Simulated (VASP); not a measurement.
A run of VASP 6.6.1 is set up as follows.

The input INCAR:

```
ALGO = Normal
EDIFF = 1E-6
ENCUT = 520
GGA = PS
ISIF = 2
ISMEAR = -1
LASPH = True
LCHARG = False
LREAL = False
LWAVE = False
NBANDS = 18
NELM = 60
PREC = Accurate
SIGMA = 0.05
```

Contents of KPOINTS:

```
k-points
0
Gamma
  14 14 14
```

POSCAR

```
ZnCu
1.0
    2.9547841250      0.0000000000      0.0000000000
    0.0000000000      2.9547841250      0.0000000000
    0.0000000000      0.0000000000      2.9547841250
Zn Cu
1 1
Direct
    0.5000000000      0.5000000000      0.5000000000
    0.0000000000      0.0000000000      0.0000000000
```

Potentials or basis: VASP PAW PBE potentials, release 64 (Zn, Cu).

Command:

```bash
$ cat potpaw_PBE.64/Zn/POTCAR potpaw_PBE.64/Cu/POTCAR > POTCAR
$ mpirun -np 1 vasp_std > vasp.out
```

Q: Estimate the pressure.

A: -5.2 GPa.

Q: Estimate the band gap on the k mesh.

A: Zero (an odd number of electrons rules out a gap without spin polarisation).

Caveat: the cell stands under tension; the PAW data sets were made with another functional, which shifts forces and pressure a little.
